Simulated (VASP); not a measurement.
# HfC in VASP: notebook

Runs on HfC. Level: PBE. Tasks: single point.

All numbers are computed with VASP 6.6.1; they aren't measurements. Logs are shortened: lines on timing, memory, paths and dates and some standing lists are left out, and cuts for length are marked.

## 1. The cell of the first run

Symmetry: Fm-3m, No. 225, cubic system. The conventional cell has a = 4.651 Å, b = 4.651 Å, c = 4.651 Å, α = 90.00°, β = 90.00°, γ = 90.00°. Hf (site symmetry m-3m) has 6 C at 2.33 Å within 3.1 Å. C (site symmetry m-3m) has 6 Hf at 2.33 Å within 3.1 Å.

## 2. Single point, PBE

INCAR reads:

```
PREC = Accurate
ENCUT = 520
EDIFF = 1E-7
ISMEAR = 0
SIGMA = 0.1
LREAL = F
LASPH = T
NELM = 80
ALGO = Normal
ISIF = 2
LWAVE = F
LCHARG = F
GGA = PE
NBANDS = 14
```

KPOINTS reads:

```
regular mesh
0
Gamma
  20 20 20
```

POSCAR reads:

```
HfC
1.0
    0.0000000000      2.3257142786      2.3257142786
    2.3257142786      0.0000000000      2.3257142786
    2.3257142786      2.3257142786      0.0000000000
Hf C
1 1
Direct
    0.0000000000      0.0000000000      0.0000000000
    0.5000000000      0.5000000000      0.5000000000
```

Potentials or basis: VASP PAW PBE potentials, release 64 (Hf_pv, C).

On the command line:

```console
cat potpaw_PBE.64/Hf_pv/POTCAR potpaw_PBE.64/C/POTCAR > POTCAR
mpirun -np 1 vasp_std > vasp.out
```

OUTCAR:

```text
PREC = Accurate
   ENCUT = 520
   EDIFF = 1E-7
   ISMEAR = 0
   LREAL = F
   LASPH = T
   NELM = 80
   ISIF = 2
   GGA = PE

 ion  position               nearest neighbor table
   1  0.000  0.000  0.000-   2 2.33   2 2.33   2 2.33   2 2.33   2 2.33   2 2.33
   2  0.500  0.500  0.500-   1 2.33   1 2.33   1 2.33   1 2.33   1 2.33   1 2.33

  LATTYP: Found a face centered cubic cell.
 ALAT       =     4.6514285572

  Lattice vectors:

 A1 = (   0.0000000000,   2.3257142786,   2.3257142786)
 A2 = (   2.3257142786,   0.0000000000,   2.3257142786)
 A3 = (   2.3257142786,   2.3257142786,   0.0000000000)

Analysis of symmetry for initial positions (statically):
=====================================================================
 Subroutine PRICEL returns:
 Original cell was already a primitive cell.

 Routine SETGRP: Setting up the symmetry group for a
 face centered cubic supercell.

 Subroutine GETGRP returns: Found 48 space group operations
 (whereof 48 operations were pure point group operations)
 out of a pool of 48 trial point group operations.

The static configuration has the point symmetry O_h .

Analysis of symmetry for dynamics (positions and initial velocities):
=====================================================================
 Subroutine PRICEL returns:
 Original cell was already a primitive cell.

 Routine SETGRP: Setting up the symmetry group for a
 face centered cubic supercell.

 Subroutine GETGRP returns: Found 48 space group operations
 (whereof 48 operations were pure point group operations)
 out of a pool of 48 trial point group operations.

The dynamic configuration has the point symmetry O_h .

 Subroutine INISYM returns: Found 48 space group operations
 (whereof 48 operations are pure point group operations),
 and found     1 'primitive' translations

----------------------------------------------------------------------------------------

                                     Primitive cell

  volume of cell :      25.1593

  direct lattice vectors                    reciprocal lattice vectors
     0.000000000  2.325714279  2.325714279    -0.214987716  0.214987716  0.214987716
     2.325714279  0.000000000  2.325714279     0.214987716 -0.214987716  0.214987716
     2.325714279  2.325714279  0.000000000     0.214987716  0.214987716 -0.214987716

  length of vectors
     3.289056675  3.289056675  3.289056675     0.372369647  0.372369647  0.372369647

  position of ions in fractional coordinates (direct lattice)
     0.000000000  0.000000000  0.000000000
     0.500000000  0.500000000  0.500000000
[... 82 lines left out ...]
   NFREE  =      0    steps in history (QN), initial steepest desc. (CG)
   ISIF   =      2    stress and relaxation
   ISYM   =      2    0-nonsym 1-usesym 2-fastsym
   POTIM  = 0.5000    time-step for ionic-motion
   TEBEG  =    0.0;   TEEND  =   0.0 temperature during run
   PSTRESS=    0.0 pullay stress
   NELECT =      14.0000    total number of electrons
   NUPDOWN=      -1.0000    fix difference up-down
   EMIN   =  10.00;   EMAX   =-10.00  energy-range for DOS
   EFERMI =   0.00;   METHOD = LEGACY
   ISMEAR =     0;   SIGMA  =   0.10  broadening in eV -4-tet -1-fermi 0-gaus
   EFERMI_NEDOS =   21; number of points for ismear=-14 and -15
   IALGO  =     38    algorithm
   IMIX   =      4    mixing-type and parameters
     AMIX     =   0.40;   BMIX     =  1.00
     AMIX_MAG =   1.60;   BMIX_MAG =  1.00
  volume/ion in A,a.u.               =      12.58        84.89
  Fermi-wavevector in a.u.,A,eV,Ry     =   1.346536  2.544583 24.669511  1.813158
  Thomas-Fermi vector in A             =   2.474360
   LORBIT       =      0    0 simple, 1 ext, 2 COOP (PROOUT), +10 PAW based schemes
   GGA     = PE    functional components
   LHFCALC =     F    Hartree Fock is set to
   AEXX    =    0.0000 exact exchange contribution
   IVDW    =     0    specifies the selected vdW correction
   LEPSILON=     F    determine dielectric tensor
   LRPA    =     F    only Hartree local field effects (RPA)
 non-spin polarized calculation
 Gauss-broadening in eV      SIGMA  =   0.10
  energy-cutoff  :      520.00
  volume of cell :       25.16
 maximum number of plane-waves:       700
   NGX = 13   NGY = 13   NGZ = 13

 number of electron      14.0000000 magnetization

 Free energy of the ion-electron system (eV)
  ---------------------------------------------------
  ext. energy  EPLUGINS =         0.00000000
  ---------------------------------------------------
  free energy    TOTEN  =       -21.04685414 eV

  energy without entropy =      -21.04587507  energy(sigma->0) =      -21.04636460

 E-fermi :   5.9364     XC(G=0): -12.2808

 val. band max:        5.9245742884   @ k =   0.2000   0.2000   0.0000
 cond. band min:       5.9601947647   @ k =   0.1000   0.0000   0.0000
 fundamental gap:      0.0356204764
 Fermi energy:         5.9363603239

 k-point     1 :       0.0000    0.0000    0.0000
  band No.  band energies     occupation
      1     -23.6302      2.00000
      2     -23.6302      2.00000
      3     -23.6302      2.00000
      4      -6.3588      2.00000
      5       6.9447      0.00000
      6       6.9447      0.00000
      7       6.9447      0.00000
      8       7.3375      0.00000
      9       7.3375      0.00000
     10       7.3375      0.00000
     11       9.3340      0.00000
     12       9.3340      0.00000
     13      12.7630      0.00000
     14      16.9446      0.00000
[... 377 lines left out ...]
      1     -24.1937      2.00000
      2     -23.7066      2.00000
      3     -23.6824      2.00000
      4      -3.6400      2.00000
      5       1.0434      2.00000
      6       3.2633      2.00000
      7       3.4177      2.00000
      8       9.8231      0.00000
      9      10.0717      0.00000
     10      10.8783      0.00000
     11      14.4841      0.00000
     12      15.2933      0.00000
     13      16.3163      0.00000
     14      19.6483      0.00000

 [... further k-points ...]
[... 5 lines left out ...]
  --------------------------------------------------------------------------------------
  -------------------------------------------------------------------------------------
  Total       -0.1044000     -0.1044000     -0.1044000     -0.0000000     -0.0000000      0.0000000
  in kB       -6.6483198     -6.6483198     -6.6483198     -0.0000000     -0.0000000      0.0000000
  external PRESSURE =      -6.6483198 kB  Pullay stress =       0.0000000 kB

 VOLUME and BASIS-vectors are now :
 -----------------------------------------------------------------------------
  energy-cutoff  :      520.00
  volume of cell :       25.16
      direct lattice vectors                 reciprocal lattice vectors
     0.000000000  2.325714279  2.325714279    -0.214987716  0.214987716  0.214987716
     2.325714279  0.000000000  2.325714279     0.214987716 -0.214987716  0.214987716
     2.325714279  2.325714279  0.000000000     0.214987716  0.214987716 -0.214987716

 POSITION                                       TOTAL-FORCE (eV/Angst)
 -----------------------------------------------------------------------------------
      0.00000      0.00000      0.00000        -0.000000      0.000000     -0.000000
      2.32571      2.32571      2.32571         0.000000      0.000000      0.000000
 -----------------------------------------------------------------------------------
    total drift:                                0.000000     -0.000000     -0.000000

  FREE ENERGIE OF THE ION-ELECTRON SYSTEM (eV)
  ---------------------------------------------------
  free  energy   TOTEN  =       -21.0468541434 eV

  energy  without entropy=      -21.0458750654  energy(sigma->0) =      -21.04636460
```

OSZICAR:

```text
N       E                     dE             d eps       ncg     rms          rms(c)
DAV:   1     0.265539695949E+02    0.26554E+02   -0.73878E+03  7184   0.956E+02
DAV:   2    -0.225740058453E+02   -0.49128E+02   -0.46149E+02  9432   0.205E+02
DAV:   3    -0.242203215305E+02   -0.16463E+01   -0.16408E+01  8534   0.276E+01
DAV:   4    -0.242275206809E+02   -0.71992E-02   -0.71986E-02  8424   0.228E+00
DAV:   5    -0.242275642998E+02   -0.43619E-04   -0.43620E-04  8490   0.158E-01    0.568E+01
DAV:   6    -0.211164389645E+02    0.31111E+01   -0.12009E+01  7834   0.182E+01    0.409E+01
DAV:   7    -0.210624012274E+02    0.54038E-01   -0.55420E-01  8986   0.521E+00    0.249E+01
DAV:   8    -0.210537488484E+02    0.86524E-02   -0.74002E-02  8404   0.218E+00    0.645E+00
DAV:   9    -0.210471144249E+02    0.66344E-02   -0.23180E-02  8278   0.900E-01    0.210E+00
DAV:  10    -0.210468584679E+02    0.25596E-03   -0.13690E-03  8984   0.274E-01    0.607E-02
DAV:  11    -0.210468547403E+02    0.37276E-05   -0.75496E-05  8404   0.712E-02    0.209E-02
DAV:  12    -0.210468543876E+02    0.35274E-06   -0.25413E-06  9144   0.141E-02    0.146E-02
DAV:  13    -0.210468541583E+02    0.22926E-06   -0.19290E-07  6838   0.340E-03    0.208E-03
DAV:  14    -0.210468541434E+02    0.14973E-07   -0.20265E-08  5480   0.116E-03
   1 F= -.21046854E+02 E0= -.21046365E+02  d E =-.979078E-03
```

stdout:

```text
POSCAR found type information on POSCAR HfC
 POSCAR found :  2 types and       2 ions
 scaLAPACK will be used
 LDA part: xc-table for (Slater+PW92), standard interpolation
 POSCAR, INCAR and KPOINTS ok, starting setup
 FFT: planning ... GRIDC
 FFT: planning ... GRID_SOFT
 FFT: planning ... GRID
 WAVECAR not read
 entering main loop
```

Run time: 22 s. Hardware: 1 thread of Intel Xeon 6975P-C (Granite Rapids), shared host; peak memory 0.22 GiB.

Results:

| Property | Result |
| --- | --- |
| Free energy | -21.0469 eV |
| Pressure | -0.7 GPa |
| Band gap on the k mesh | zero (band 7 reaches 6.94 eV, above the bottom of band 8 at 5.52 eV) |

Caveat: spin-orbit coupling is left out, which moves the levels of the heavy elements.

(Continued in part 2 of 2.)
